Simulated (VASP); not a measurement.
# H7C2N in VASP: a series of runs

Runs on H7C2N. Level: PBE. Tasks: single point, relaxation of the atoms.

Program: VASP 6.6.1. These are calculated values, not measurements. Logs are shortened: lines on timing, memory, paths and dates and some standing lists are left out, and cuts for length are marked.

## Step 1: The cell of the first run

The cell holds an amorphous packing of atoms, 30 atoms: a = 6.887 Å, b = 6.887 Å, c = 6.887 Å, α = 90.00°, β = 90.00°, γ = 90.00°.

## Step 2: Single point, PBE

INCAR

```
SYSTEM = H7C2N
  PREC = Accurate
  ENCUT = 520
  EDIFF = 1E-6
  ISMEAR = -1
  SIGMA = 0.05
  LREAL = .False.
  LASPH = .True.
  NELM = 120
  ALGO = Normal
  ISIF = 2
  LWAVE = .False.
  LCHARG = .True.
  GGA = PE
  LELF = .True.
  LVHAR = .True.
  NBANDS = 51
  GGA_COMPAT = .False.
```

KPOINTS

```
Automatic mesh
0
Gamma
  1 1 1
  0 0 0
```

POSCAR

```
H7C2N
1.0
    6.8873110000      0.0000000000      0.0000000000
    0.0000000000      6.8873110000      0.0000000000
    0.0000000000      0.0000000000      6.8873110000
C H N
6 21 3
Direct
    0.2012388070      0.4022932450      0.4051244926
    0.0592376509      0.4001953571      0.2733930776
    0.5442528133      0.8277500281      0.5124037606
    0.4016095834      0.8788679633      0.3923983550
   -0.0095905387      0.8455751289      0.7371565731
    0.0337084647      1.0304515965      0.7736008764
    0.1779064699      0.4540673327      0.5533248777
    0.3487204641      0.3554990072      0.3678812502
   -0.0871786626      0.4521829772      0.3073022826
    0.0869798149      0.3514969928      0.1245958676
    0.5615346812      0.8929099038      0.6567418763
    0.6508440221      0.7177390249      0.4713752348
    0.2929490525      0.9870345309      0.4349005327
    0.3878277441      0.8114181250      0.2486000789
   -0.0036663823      0.7882442565      0.5893883898
   -0.0551496924      0.7459648520      0.8520077107
    0.0782727144      1.1291190758      0.6578514524
    0.0269416005      1.0930863146      0.9191330663
    0.6192292319      0.2633256793      1.0664845561
    0.4993080836      0.0572425414      1.0648880649
    0.5526929255      0.1670579590      0.8606524958
    0.8641864325      1.0183299821      0.3399602228
    1.0269857375      0.9390364667      0.1864824226
    0.7957865418      0.8897269282      0.1523810696
    0.2978713152      0.7271613630      0.8813202320
    0.4761694608      0.5894221115      0.8104303490
    0.3552804001      0.5307369131      1.0057301128
    0.5070612774      0.1915301333      1.0002639345
    0.9013457067      0.9018564909      0.2562759503
    0.4129623800      0.6470053192      0.9322617342
```

Potentials or basis: VASP PAW PBE potentials, release 64 (C, H, N).

Command:

```console
cat potpaw_PBE.64/C/POTCAR potpaw_PBE.64/H/POTCAR potpaw_PBE.64/N/POTCAR > POTCAR
mpirun -np 1 vasp_gam > vasp.out
```

OUTCAR:

```text
SYSTEM = H7C2N
   PREC = Accurate
   ENCUT = 520
   EDIFF = 1E-6
   ISMEAR = -1
   LREAL = .False.
   LASPH = .True.
   NELM = 120
   ISIF = 2
   GGA = PE

 ion  position               nearest neighbor table
   1  0.201  0.402  0.405-   7 1.09   8 1.10   2 1.33
   2  0.059  0.400  0.273-  10 1.10   9 1.10   1 1.33
   3  0.544  0.828  0.512-  12 1.09  11 1.10   4 1.33
   4  0.402  0.879  0.392-  13 1.10  14 1.10   3 1.33
   5  0.990  0.846  0.737-  15 1.09  16 1.09   6 1.33
   6  0.034  0.030  0.774-  17 1.09  18 1.09   5 1.33
   7  0.178  0.454  0.553-   1 1.09
   8  0.349  0.355  0.368-   1 1.10
   9  0.913  0.452  0.307-   2 1.10
  10  0.087  0.351  0.125-   2 1.10
  11  0.562  0.893  0.657-   3 1.10
  12  0.651  0.718  0.471-   3 1.09
[... 13 lines left out ...]
  26  0.476  0.589  0.810-  30 1.03
  27  0.355  0.531  0.006-  30 1.03
  28  0.507  0.192  0.000-  19 1.02  21 1.03  20 1.03
  29  0.901  0.902  0.256-  22 1.02  23 1.02  24 1.02
  30  0.413  0.647  0.932-  26 1.03  27 1.03  25 1.03

  LATTYP: Found a simple cubic cell.
 ALAT       =     6.8873110000

  Lattice vectors:

 A1 = (   6.8873110000,   0.0000000000,   0.0000000000)
 A2 = (   0.0000000000,   6.8873110000,   0.0000000000)
 A3 = (   0.0000000000,   0.0000000000,   6.8873110000)

Analysis of symmetry for initial positions (statically):
=====================================================================
 Subroutine PRICEL returns:
 Original cell was already a primitive cell.

 Routine SETGRP: Setting up the symmetry group for a
 simple cubic supercell.

 Subroutine GETGRP returns: Found  1 space group operations
 (whereof  1 operations were pure point group operations)
 out of a pool of 48 trial point group operations.

The static configuration has the point symmetry C_1 .

Analysis of symmetry for dynamics (positions and initial velocities):
=====================================================================
 Subroutine PRICEL returns:
 Original cell was already a primitive cell.

 Routine SETGRP: Setting up the symmetry group for a
 simple cubic supercell.

 Subroutine GETGRP returns: Found  1 space group operations
 (whereof  1 operations were pure point group operations)
 out of a pool of 48 trial point group operations.

The dynamic configuration has the point symmetry C_1 .

 Subroutine INISYM returns: Found  1 space group operations
[... 131 lines left out ...]
   EDIFFG = 0.1E-04   stopping-criterion for IOM
   NSW    =      0    number of steps for IOM
   IBRION =     -1    ionic relax: 0-MD 1-quasi-New 2-CG
   NFREE  =      0    steps in history (QN), initial steepest desc. (CG)
   ISIF   =      2    stress and relaxation
   ISYM   =      2    0-nonsym 1-usesym 2-fastsym
   POTIM  = 0.5000    time-step for ionic-motion
   TEBEG  =    0.0;   TEEND  =   0.0 temperature during run
   PSTRESS=    0.0 pullay stress
   NELECT =      60.0000    total number of electrons
   NUPDOWN=      -1.0000    fix difference up-down
   EMIN   =  10.00;   EMAX   =-10.00  energy-range for DOS
   EFERMI =   0.00;   METHOD = LEGACY
   ISMEAR =    -1;   SIGMA  =   0.05  broadening in eV -4-tet -1-fermi 0-gaus
   EFERMI_NEDOS =   21; number of points for ismear=-14 and -15
   IALGO  =     38    algorithm
   IMIX   =      4    mixing-type and parameters
     AMIX     =   0.40;   BMIX     =  1.00
     AMIX_MAG =   1.60;   BMIX_MAG =  1.00
  volume/ion in A,a.u.               =      10.89        73.49
  Fermi-wavevector in a.u.,A,eV,Ry     =   0.930555  1.758495 11.781738  0.865933
  Thomas-Fermi vector in A             =   2.056956
   LORBIT       =      0    0 simple, 1 ext, 2 COOP (PROOUT), +10 PAW based schemes
   GGA     = PE    functional components
   LHFCALC =     F    Hartree Fock is set to
   AEXX    =    0.0000 exact exchange contribution
   IVDW    =     0    specifies the selected vdW correction
   LEPSILON=     F    determine dielectric tensor
   LRPA    =     F    only Hartree local field effects (RPA)
 non-spin polarized calculation
  energy-cutoff  :      520.00
  volume of cell :      326.70
 maximum number of plane-waves:      4367
 NGX is ok and might be reduce to    50
   NGX = 25   NGY = 25   NGZ = 25

 number of electron      60.0000001 magnetization

 Free energy of the ion-electron system (eV)
  ---------------------------------------------------
  ext. energy  EPLUGINS =         0.00000000
  ---------------------------------------------------
  free energy    TOTEN  =      -154.79481085 eV

  energy without entropy =     -154.79481085  energy(sigma->0) =     -154.79481085

 E-fermi :  -1.7259     XC(G=0):  -6.4869

 val. band max:       -2.9444781383   @ k =   0.0000   0.0000   0.0000
 cond. band min:       1.5662879145   @ k =   0.0000   0.0000   0.0000
 fundamental gap:      4.5107660528
 Fermi energy:        -1.7259303921

 k-point     1 :       0.0000    0.0000    0.0000
  band No.  band energies     occupation
      1     -18.2599      2.00000
      2     -18.1089      2.00000
      3     -17.8808      2.00000
      4     -15.9530      2.00000
      5     -15.8374      2.00000
      6     -15.6565      2.00000
[... 34 lines left out ...]
     41       5.0910      0.00000
     42       5.4624      0.00000
 [bands above 42 left out]

------------------------ aborting loop because EDIFF is reached ----------------------------------------

  FORCE on cell =-STRESS in cart. coord.  units (eV):
  Direction    XX          YY          ZZ          XY          YZ          ZX
  --------------------------------------------------------------------------------------
  -------------------------------------------------------------------------------------
  Total        0.4541832      0.4266934      0.8502024      0.1527419     -0.4783157     -0.2295794
  in kB        2.2273712      2.0925576      4.1694985      0.7490653     -2.3457200     -1.1258859
  external PRESSURE =       2.8298091 kB  Pullay stress =       0.0000000 kB

 VOLUME and BASIS-vectors are now :
 -----------------------------------------------------------------------------
  energy-cutoff  :      520.00
  volume of cell :      326.70
      direct lattice vectors                 reciprocal lattice vectors
     6.887311000  0.000000000  0.000000000     0.145194547  0.000000000  0.000000000
     0.000000000  6.887311000  0.000000000     0.000000000  0.145194547  0.000000000
     0.000000000  0.000000000  6.887311000     0.000000000  0.000000000  0.145194547

 POSITION                                       TOTAL-FORCE (eV/Angst)
 -----------------------------------------------------------------------------------
      1.38599      2.77072      2.79022        -0.007804      0.004105     -0.041115
      0.40799      2.75627      1.88294         0.074696      0.009953      0.011926
      3.74844      5.70097      3.52908         0.059813     -0.064296      0.211445
      2.76601      6.05304      2.70257        -0.209836      0.106593     -0.120021
      6.82126      5.82374      5.07703         0.007800     -0.064216     -0.002345
      0.23216      0.20973      5.32803        -0.000026      0.051739      0.022530
[... 22 lines left out ...]
      6.20785      6.21137      1.76505         0.028009      0.069987     -0.207943
      2.84420      4.45613      6.42078        -0.218842     -0.083555     -0.073261
 -----------------------------------------------------------------------------------
    total drift:                               -0.000616      0.000450      0.000365

  FREE ENERGIE OF THE ION-ELECTRON SYSTEM (eV)
  ---------------------------------------------------
  free  energy   TOTEN  =      -154.7948108509 eV

  energy  without entropy=     -154.7948108509  energy(sigma->0) =     -154.79481085
```

stdout:

```text
POSCAR found type information on POSCAR C H N
 POSCAR found :  3 types and      30 ions
 scaLAPACK will be used
 -----------------------------------------------------------------------------
|                                                                             |
|                                                                             |
|     You have a (more or less) 'large supercell' and for larger cells it     |
|     might be more efficient to use real-space projection operators.         |
|     Therefore, try LREAL= Auto in the INCAR file.                           |
|     Mind: For very accurate calculation, you might also keep the            |
|     reciprocal projection scheme (i.e. LREAL=.FALSE.).                      |
|                                                                             |
 -----------------------------------------------------------------------------

 LDA part: xc-table for (Slater+PW92), standard interpolation
 POSCAR, INCAR and KPOINTS ok, starting setup
 FFT: planning ... GRIDC
 FFT: planning ... GRID_SOFT
 FFT: planning ... GRID
 WAVECAR not read
 entering main loop
```

It took 62 s on 1 thread of AMD EPYC 7R43 (Zen 3), shared host; peak memory 0.3 GiB.

Results:

```yaml
Free_energy: -154.7948 eV
Pressure: 0.3 GPa
Largest_force: 0.271 eV/Å
Band_gap_on_the_k_mesh: 4.51 eV
```

Forces on the atoms (eV/Å):
```
C   -0.008  0.004 -0.041
C    0.075  0.010  0.012
C    0.060 -0.064  0.211
C   -0.210  0.107 -0.120
C    0.008 -0.064 -0.002
C    0.000  0.052  0.023
H    0.009 -0.027 -0.049
H   -0.074  0.023  0.019
H    0.047 -0.032 -0.014
H   -0.038  0.020  0.060
H   -0.043 -0.091 -0.159
H   -0.007  0.108  0.009
H    0.150 -0.114 -0.097
H   -0.005  0.058  0.169
H    0.012 -0.027  0.015
H   -0.017 -0.018  0.019
H   -0.002  0.039 -0.010
H    0.003 -0.021  0.037
H   -0.070 -0.053 -0.006
H    0.036  0.237 -0.125
H   -0.062 -0.012  0.099
H   -0.037 -0.033  0.001
H   -0.071 -0.018  0.022
H    0.077  0.004  0.087
H    0.160 -0.088  0.079
H   -0.050  0.056  0.125
H    0.113  0.125 -0.130
N    0.135 -0.166  0.046
N    0.028  0.070 -0.208
N   -0.219 -0.084 -0.073
```

Stress tensor (GPa, compression positive):
```
 0.22  0.07 -0.11
 0.07  0.21 -0.23
-0.11 -0.23  0.42
```

Caveat: the k points lie up to 0.91 Å⁻¹ apart.

(Continued in part 2 of 2.)
